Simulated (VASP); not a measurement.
Set up this calculation in VASP 6.6.1, as the native input.

* Task: single point
* Functional: LDA
* Potentials or basis: VASP PAW LDA potentials, release 64 (Ti_sv)
* Cutoff: 520 eV
* k mesh: 13 × 13 × 7
* Occupations: gaussian, width 0.03 eV
* Spin: no spin polarisation
* Dipole correction: no
* Further INCAR settings: ALGO = Normal; EDIFF = 1e-07; NBANDS = 19

The structure of Ti lies in POSCAR:

```
Ti
1.0
    2.8638698861      0.0000000000      0.0000000000
   -1.4319349430      2.4801840745      0.0000000000
    0.0000000000      0.0000000000      4.5399943151
Ti
2
Direct
    0.3333333333      0.6666666667      0.2500000000
    0.6666666667      0.3333333333      0.7500000000
```

One way to write it, as run:

INCAR

```
ALGO = Normal
EDIFF = 1E-7
ENCUT = 520
GGA = CA
ISIF = 2
ISMEAR = 0
LASPH = T
LCHARG = F
LREAL = F
LWAVE = F
NBANDS = 19
NELM = 60
PREC = Accurate
SIGMA = 0.03
```

KPOINTS

```
k-points
0
Gamma
  13 13 7
```

Potentials or basis: VASP PAW LDA potentials, release 64 (Ti_sv).

Launch:

```sh
$ cat potpaw_LDA.64/Ti_sv/POTCAR > POTCAR
$ mpirun -np 1 vasp_std > vasp.out
```

It gave:

* Pressure: -0.4 GPa
* Band gap on the k mesh: zero (bands 12 and 13 overlap by 1.09 eV)

Wall time 32 s on 1 thread of Intel(R) Xeon(R) Platinum 8488C (Sapphire Rapids), with other jobs on the host, peak memory 0.16 GiB.
